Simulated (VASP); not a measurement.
# V (Im-3m) in VASP: further runs

V is run at these levels: LDA; tasks: single point, relaxation of cell and atoms.

Program: VASP 6.6.1. These are calculated values, not measurements. Logs are shortened: lines on timing, memory, paths and dates and some standing lists are left out, and cuts for length are marked.

### 1 The cell of the first run

It takes space group Im-3m (No. 229, cubic). The conventional cell has a = 3.026 Å, b = 3.026 Å, c = 3.026 Å, α = 90.00°, β = 90.00°, γ = 90.00°. Within 3.5 Å of V (site symmetry m-3m) lie 14 V at 2.62 to 3.03 Å.

### 2 Single point, LDA

File INCAR:

```
PREC = Accurate
ENCUT = 520
EDIFF = 1E-7
ISMEAR = 0
SIGMA = 0.1
LREAL = F
LASPH = T
NELM = 60
ALGO = Normal
ISIF = 2
LWAVE = F
LCHARG = F
GGA = CA
NBANDS = 12
```

File KPOINTS:

```
regular mesh
0
Gamma
  8 8 8
```

File POSCAR:

```
V
1.0
   -1.5129450000      1.5129450000      1.5129450000
    1.5129450000     -1.5129450000      1.5129450000
    1.5129450000      1.5129450000     -1.5129450000
V
1
Direct
    0.0000000000      0.0000000000      0.0000000000
```

Potentials or basis: VASP PAW LDA potentials, release 64 (V_sv).

The run is started by

```
$ cat potpaw_LDA.64/V_sv/POTCAR > POTCAR
$ mpirun -np 1 vasp_std > vasp.out
```

OUTCAR:

```text
PREC = Accurate
   ENCUT = 520
   EDIFF = 1E-7
   ISMEAR = 0
   LREAL = F
   LASPH = T
   NELM = 60
   ISIF = 2
   GGA = CA

 ion  position               nearest neighbor table
   1  0.000  0.000  0.000-

  LATTYP: Found a body centered cubic cell.
 ALAT       =     3.0258900000

  Lattice vectors:

 A1 = (  -1.5129450000,   1.5129450000,   1.5129450000)
 A2 = (   1.5129450000,  -1.5129450000,   1.5129450000)
 A3 = (   1.5129450000,   1.5129450000,  -1.5129450000)

Analysis of symmetry for initial positions (statically):
=====================================================================
 Subroutine PRICEL returns:
 Original cell was already a primitive cell.

 Routine SETGRP: Setting up the symmetry group for a
 body centered cubic supercell.

 Subroutine GETGRP returns: Found 48 space group operations
 (whereof 48 operations were pure point group operations)
 out of a pool of 48 trial point group operations.

The static configuration has the point symmetry O_h .

Analysis of symmetry for dynamics (positions and initial velocities):
=====================================================================
 Subroutine PRICEL returns:
 Original cell was already a primitive cell.

 Routine SETGRP: Setting up the symmetry group for a
 body centered cubic supercell.

 Subroutine GETGRP returns: Found 48 space group operations
 (whereof 48 operations were pure point group operations)
 out of a pool of 48 trial point group operations.

The dynamic configuration has the point symmetry O_h .

 Subroutine INISYM returns: Found 48 space group operations
 (whereof 48 operations are pure point group operations),
 and found     1 'primitive' translations

----------------------------------------------------------------------------------------

                                     Primitive cell

  volume of cell :      13.8525

  direct lattice vectors                    reciprocal lattice vectors
    -1.512945000  1.512945000  1.512945000     0.000000000  0.330481280  0.330481280
     1.512945000 -1.512945000  1.512945000     0.330481280  0.000000000  0.330481280
     1.512945000  1.512945000 -1.512945000     0.330481280  0.330481280  0.000000000

  length of vectors
     2.620497609  2.620497609  2.620497609     0.467371108  0.467371108  0.467371108

  position of ions in fractional coordinates (direct lattice)
     0.000000000  0.000000000  0.000000000

  ion indices of the primitive-cell ions
   primitive index   ion index
                 1           1

----------------------------------------------------------------------------------------

 KPOINTS: regular mesh

Automatic generation of k-mesh.
 Grid dimensions read from file:
 generate k-points for:    8    8    8

 Generating k-lattice:

  Cartesian coordinates                     Fractional coordinates (reciprocal lattice)
     0.000000000  0.041310160  0.041310160     0.125000000  0.000000000  0.000000000
     0.041310160  0.000000000  0.041310160     0.000000000  0.125000000  0.000000000
     0.041310160  0.041310160  0.000000000     0.000000000  0.000000000  0.125000000

  Length of vectors
     0.058421389  0.058421389  0.058421389

  Shift w.r.t. Gamma in fractional coordinates (k-lattice)
     0.000000000  0.000000000  0.000000000

 Subroutine IBZKPT returns following result:
 ===========================================

 Found     29 irreducible k-points:

 Following reciprocal coordinates:
            Coordinates               Weight
  0.000000  0.000000  0.000000      1.000000
  0.125000  0.000000  0.000000     12.000000
  0.250000  0.000000  0.000000     12.000000
  0.375000  0.000000  0.000000     12.000000
  0.500000  0.000000  0.000000      6.000000
  0.125000  0.125000  0.000000     24.000000
[... 16 lines left out ...]
 -0.250000  0.250000  0.250000      6.000000
 -0.375000  0.375000  0.250000     24.000000
 [... further k-points ...]
   k-points           NKPTS =     29   k-points in BZ     NKDIM =     29   number of bands    NBANDS=     12
   number of dos      NEDOS =    301   number of ions     NIONS =      1
   total plane-waves  NPLWV =   8000
   dimension x,y,z NGX =    20 NGY =   20 NGZ =   20
   dimension x,y,z NGXF=    40 NGYF=   40 NGZF=   40
   ions per type =               1
   NGX,Y,Z   is equivalent  to a cutoff of  12.69, 12.69, 12.69 a.u.
   NGXF,Y,Z  is equivalent  to a cutoff of  25.38, 25.38, 25.38 a.u.
 SYSTEM =  unknown system
   PREC   = accura    normal or accurate (medium, high low for compatibility)
   ISTART =      0    job   : 0-new  1-cont  2-samecut
   ICHARG =      2    charge: 1-file 2-atom 10-const
   ISPIN  =      1    spin polarized calculation?
   LNONCOLLINEAR =      F non collinear calculations
   LSORBIT =      F    spin-orbit coupling
   LASPH  =      T    aspherical Exc in radial PAW
   ENCUT  =  520.0 eV  38.22 Ry    6.18 a.u.   4.87  4.87  4.87*2*pi/ulx,y,z
   NELM   =     60;   NELMIN=  2; NELMDL= -5     # of ELM steps
   EDIFF  = 0.1E-06   stopping-criterion for ELM
   LREAL  =      F    real-space projection
   EDIFFG = 0.1E-05   stopping-criterion for IOM
   NSW    =      0    number of steps for IOM
   IBRION =     -1    ionic relax: 0-MD 1-quasi-New 2-CG
   NFREE  =      0    steps in history (QN), initial steepest desc. (CG)
   ISIF   =      2    stress and relaxation
   ISYM   =      2    0-nonsym 1-usesym 2-fastsym
   POTIM  = 0.5000    time-step for ionic-motion
   TEBEG  =    0.0;   TEEND  =   0.0 temperature during run
   PSTRESS=    0.0 pullay stress
   NELECT =      13.0000    total number of electrons
   NUPDOWN=      -1.0000    fix difference up-down
   EMIN   =  10.00;   EMAX   =-10.00  energy-range for DOS
   EFERMI =   0.00;   METHOD = LEGACY
   ISMEAR =     0;   SIGMA  =   0.10  broadening in eV -4-tet -1-fermi 0-gaus
   EFERMI_NEDOS =   21; number of points for ismear=-14 and -15
   IALGO  =     38    algorithm
   IMIX   =      4    mixing-type and parameters
     AMIX     =   0.40;   BMIX     =  1.00
     AMIX_MAG =   1.60;   BMIX_MAG =  1.00
  volume/ion in A,a.u.               =      13.85        93.48
  Fermi-wavevector in a.u.,A,eV,Ry     =   1.602801  3.028854 34.952953  2.568970
  Thomas-Fermi vector in A             =   2.699564
   LORBIT       =      0    0 simple, 1 ext, 2 COOP (PROOUT), +10 PAW based schemes
   GGA     = CA    functional components
   LHFCALC =     F    Hartree Fock is set to
   AEXX    =    0.0000 exact exchange contribution
   IVDW    =     0    specifies the selected vdW correction
   LEPSILON=     F    determine dielectric tensor
   LRPA    =     F    only Hartree local field effects (RPA)
 non-spin polarized calculation
 Gauss-broadening in eV      SIGMA  =   0.10
  energy-cutoff  :      520.00
  volume of cell :       13.85
 maximum number of plane-waves:       384
   NGX =  9   NGY =  9   NGZ =  9

 number of electron      12.9999996 magnetization

 Free energy of the ion-electron system (eV)
  ---------------------------------------------------
  ext. energy  EPLUGINS =         0.00000000
  ---------------------------------------------------
  free energy    TOTEN  =        -9.89362996 eV

  energy without entropy =       -9.88389453  energy(sigma->0) =       -9.88876225

 E-fermi :   9.1587     XC(G=0): -13.0674

 val. band max:        9.1378748841   @ k =   0.2500   0.0000   0.0000
 cond. band min:       9.1663727590   @ k =  -0.2500   0.2500   0.1250
 fundamental gap:      0.0284978750
 Fermi energy:         9.1586721454

 k-point     1 :       0.0000    0.0000    0.0000
  band No.  band energies     occupation
      1     -53.8095      2.00000
      2     -27.5598      2.00000
      3     -27.5598      2.00000
      4     -27.5598      2.00000
      5       2.6820      2.00000
      6       9.5493      0.00000
      7       9.5493      0.00000
      8       9.5493      0.00000
      9      11.4736      0.00000
     10      11.4736      0.00000
     11      29.4621      0.00000
     12      29.4621      0.00000

 k-point     2 :       0.1250    0.0000    0.0000
  band No.  band energies     occupation
      1     -53.7824      2.00000
      2     -27.6892      2.00000
      3     -27.5996      2.00000
      4     -27.5606      2.00000
      5       3.2839      2.00000
      6       9.3046      0.03902
      7       9.4706      0.00001
      8       9.9781      0.00000
      9      11.2414      0.00000
     10      11.4934      0.00000
     11      28.2918      0.00000
     12      29.2033      0.00000

 k-point     3 :       0.2500    0.0000    0.0000
  band No.  band energies     occupation
      1     -53.7166      2.00000
      2     -27.9946      2.00000
      3     -27.6948      2.00000
      4     -27.5627      2.00000
      5       4.7882      2.00000
      6       8.7567      2.00000
      7       9.1379      1.23133
      8      11.1212      0.00000
      9      11.1648      0.00000
     10      11.5809      0.00000
     11      24.9762      0.00000
     12      27.5177      0.00000
[... 286 lines left out ...]
 k-point    23 :      -0.2500    0.2500    0.2500
  band No.  band energies     occupation
      1     -53.6378      2.00000
      2     -28.0115      2.00000
      3     -27.8425      2.00000
      4     -27.8425      2.00000
      5       6.3062      2.00000
      6       8.6153      2.00000
      7       9.9793      0.00000
      8       9.9793      0.00000
      9      11.0610      0.00000
     10      12.6098      0.00000
     11      26.2193      0.00000
     12      26.3823      0.00000

 k-point    24 :      -0.3750    0.3750    0.2500
  band No.  band energies     occupation
      1     -53.5814      2.00000
      2     -28.1880      2.00000
      3     -27.9450      2.00000
      4     -27.8680      2.00000
      5       6.9975      2.00000
      6       7.7315      2.00000
      7       9.9935      0.00000
      8      10.5629      0.00000
      9      12.2210      0.00000
     10      13.9704      0.00000
     11      21.9717      0.00000
     12      24.1783      0.00000

 [... further k-points ...]

------------------------ aborting loop because EDIFF is reached ----------------------------------------

  FORCE on cell =-STRESS in cart. coord.  units (eV):
  Direction    XX          YY          ZZ          XY          YZ          ZX
  --------------------------------------------------------------------------------------
  -------------------------------------------------------------------------------------
  Total       -1.5731149     -1.5731149     -1.5731149      0.0000000      0.0000000     -0.0000000
  in kB     -181.9456285   -181.9456285   -181.9456285      0.0000000      0.0000000     -0.0000000
  external PRESSURE =    -181.9456285 kB  Pullay stress =       0.0000000 kB

 VOLUME and BASIS-vectors are now :
 -----------------------------------------------------------------------------
  energy-cutoff  :      520.00
  volume of cell :       13.85
      direct lattice vectors                 reciprocal lattice vectors
    -1.512945000  1.512945000  1.512945000     0.000000000  0.330481280  0.330481280
     1.512945000 -1.512945000  1.512945000     0.330481280  0.000000000  0.330481280
     1.512945000  1.512945000 -1.512945000     0.330481280  0.330481280  0.000000000

 POSITION                                       TOTAL-FORCE (eV/Angst)
 -----------------------------------------------------------------------------------
      0.00000      0.00000      0.00000         0.000000     -0.000000      0.000000
 -----------------------------------------------------------------------------------
    total drift:                                0.000000     -0.000000      0.000000

  FREE ENERGIE OF THE ION-ELECTRON SYSTEM (eV)
  ---------------------------------------------------
  free  energy   TOTEN  =        -9.8936299643 eV

  energy  without entropy=       -9.8838945342  energy(sigma->0) =       -9.88876225
```

Run time: 2.8 s. Hardware: 1 thread of AMD EPYC 9R45 (Zen 5), shared host; peak memory 0.08 GiB.

Results:

```
Free energy            : -9.8936 eV
Pressure               : -18.2 GPa
Band gap on the k mesh : zero (an odd number of electrons rules out a gap without spin polarisation)
```

Caveat: the k points lie up to 0.37 Å⁻¹ apart, too coarse for converged energies and pressures of a metal.

### 3 Relaxation of cell and atoms, LDA

File INCAR:

```
SYSTEM = V
PREC = Accurate ; ENCUT = 600
EDIFF = 1E-6 ; ISMEAR = 0
SIGMA = 0.1 ; LREAL = .False.
LASPH = .True. ; NELM = 60
ALGO = Normal ; ISIF = 3
LWAVE = .False. ; LCHARG = .False.
GGA = CA ; IBRION = 2
NSW = 100 ; EDIFFG = -0.05
```

File KPOINTS:

```
Automatic mesh
0
Gamma
  10 10 10
  0 0 0
```

POSCAR is that of step 2.

Potentials or basis: VASP PAW LDA potentials, release 64 (V_sv).

The run is started by

```
$ cat potpaw_LDA.64/V_sv/POTCAR > POTCAR
$ mpirun -np 1 vasp_std > vasp.out
```

Wall time 12 s (1 thread of AMD EPYC 9R45 (Zen 5), shared host); peak memory 0.11 GiB.

Results (log left out):

```yaml
Free_energy: -9.9438 eV
Relaxed_volume: 12.66 Å³/atom
Relaxed_cell: a = 2.543 Å, b = 2.543 Å, c = 2.543 Å, α = 109.47°, β = 109.47°, γ = 109.47°
Space_group_after_relaxing_to_0.1_Å: Im-3m (No. 229)
Energy_gained_by_relaxing: 66.4 meV/atom
Ionic_steps: 3
Pressure_after_relaxing: -0.6 GPa
Band_gap_on_the_k_mesh: zero (an odd number of electrons rules out a gap without spin polarisation)
```

The path:
| step | energy change (eV) | largest force (eV/Å) | pressure (GPa) | volume (Å³) |
| --- | --- | --- | --- | --- |
| 1 | 0.0000 | 0.0000 | -16.28 | 13.85 |
| 2 | 0.0508 | 0.0000 | 29.02 | 11.22 |
| 3 | -0.0664 | 0.0000 | -0.56 | 12.66 |

Final structure:
```
CELL_PARAMETERS angstrom
-1.46812 1.46812 1.46812
1.46812 -1.46812 1.46812
1.46812 1.46812 -1.46812
ATOMIC_POSITIONS crystal
V 0.00000 0.00000 0.00000
```

Levels at points of the mesh, in eV from the Fermi level:
```
           k point  band 4  band 5  band 6  band 7  band 8  band 9
(0.00, 0.00, 0.00)  -36.53   -6.65    0.36    0.36    0.36    2.52
(0.50, 0.00, 0.00)  -36.54   -3.41   -1.31    1.97    2.54    2.92
(0.50, 0.50, 0.50)  -37.29   -3.33   -3.33    4.00    4.00    4.00
```

LDA usually gives volumes a few per cent too small. Zero-point motion and thermal expansion aren't in these numbers.
